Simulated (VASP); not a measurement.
## Hf: electric field gradients with PBEsol

The system is Hf.

```
Hf
1.0
    -1.76815    1.76815    1.76815
     1.76815   -1.76815    1.76815
     1.76815    1.76815   -1.76815
Hf
1
Cartesian
  0.0000 0.0000 0.0000
```

This cell differs from its parent crystal: volume scaled by 0.94.

```json
{"Program": "VASP 6.6.1", "Task": "electric field gradients", "Functional": "PBEsol", "Potentials or basis": "VASP PAW PBE potentials, release 64 (Hf_pv)", "Cutoff": "520 eV", "k mesh": "16 × 16 × 16", "Occupations": "fermi-dirac, width 0.08 eV", "Spin": "no spin polarisation", "Dipole correction": "no", "Further INCAR settings": "ALGO = Normal; EDIFF = 1e-08; NBANDS = 11"}
```

| Quantity | Value |
| --- | --- |
| Pressure | -4.0 GPa |
| Band gap on the k mesh | zero (band 5 reaches 6.01 eV, above the bottom of band 6 at 3.73 eV) |

Levels at points of the mesh, in eV from the Fermi level:
```
           k point  band 3  band 4  band 5  band 6  band 7  band 8
(0.00, 0.00, 0.00)  -29.73   -7.08    1.52    1.52    1.52    4.35
(0.50, 0.00, 0.00)  -29.73   -3.41   -0.52    1.14    4.18    5.20
(0.50, 0.50, 0.50)  -30.33   -2.61   -2.61    6.88    6.88    6.88
```

It took 12 s on 1 thread of Intel(R) Xeon(R) 6975P-C (Granite Rapids), with other jobs on the host, peak memory 0.16 GiB.

Caveat: without QUAD_EFG the Cq values of the log hold for a quadrupole moment of 1 mb, not for the nuclei; the PAW data sets were made with another functional, which shifts forces and pressure a little; spin-orbit coupling is left out, which moves the levels of the heavy elements.
